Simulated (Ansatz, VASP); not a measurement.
## Two plane-wave programs on Si3C

File INCAR:

```
PREC = Accurate
ENCUT = 600
EDIFF = 1E-6
ISMEAR = 0
SIGMA = 0.1
LREAL = False
LASPH = True
NELM = 60
ALGO = Normal
ISIF = 3
LWAVE = False
LCHARG = False
GGA = PE
IBRION = 2
NSW = 90
EDIFFG = -0.04
```

Contents of KPOINTS:

```
regular mesh
0
Gamma
  6 6 2
```

POSCAR

```
Si3C
1.0
    2.7434356100      0.0000000000      0.0000000000
    0.0000000000      2.7434356100      0.0000000000
    0.0000000000      0.0000000000      7.7596076900
Si C
3 1
Direct
    0.5000000000      0.5000000000      0.2500000000
    0.0000000000      0.0000000000      0.5000000000
    0.5000000000      0.5000000000      0.7500000000
    0.0000000000      0.0000000000      0.0000000000
```

Input for Ansatz:

```yaml
crystal:
  lattice:
    - [2.74343561, 0.0, 0.0]
    - [0.0, 2.74343561, 0.0]
    - [0.0, 0.0, 7.75960769]
  atoms:
    - { symbol: Si, position: [0.5, 0.5, 0.25] }
    - { symbol: Si, position: [0.0, 0.0, 0.5] }
    - { symbol: Si, position: [0.5, 0.5, 0.75] }
    - { symbol: C, position: [0.0, 0.0, 0.0] }
basis:
  ecutwfc: 420
kpoints:
  mp_grid: { grid: [6, 6, 2] }
hamiltonian:
  xc: pbe
scf:
  occupations: { method: gaussian, width: 0.1 }
  lower_state_search: "off"
output:
  forces: true
  stress: true
  eigenvalues: true
relax:
  adjacent_minimum: "off"
  f_tol: 0.04
  max_steps: 70
  cell: { stress_tol: 0.4 }
```

Alike in both runs: task relaxation of cell and atoms; functional PBE; k mesh 6 × 6 × 2; occupations gaussian, width 0.1 eV; no spin polarisation.

|  | VASP | Ansatz |
| --- | --- | --- |
| version | VASP 6.6.1 | Ansatz 0.2.0 |
| potentials or method | VASP PAW PBE potentials, release 64 (Si, C), cutoff 600 eV | scalar-relativistic, plane waves, PAW |
| valence electrons in the cell | 16 | 16 |

|  | VASP | Ansatz | Ansatz less VASP |
| --- | --- | --- | --- |
| gap on the k mesh at the Fermi level, each at its own relaxed structure (eV) | none | none | - |
| relaxed volume (Å³/atom) | 11.69 | 12.45 | +0.760 |
| relaxed length of the cell vector where the two differ most in proportion (Å) | 5.803 | 7.082 | +1.2794 |

A gap of «none» marks a metal or a gap that the smearing closes. One of these differences is far larger than is usual between the two programs; its cause wasn't traced.

The k mesh is coarse, so the values compare programs but aren't converged. Noted on VASP's run: the volume moved by over 15 % at a fixed basis, so the end points are rough; too few bands were computed for a metal, which touches its energy and stress.
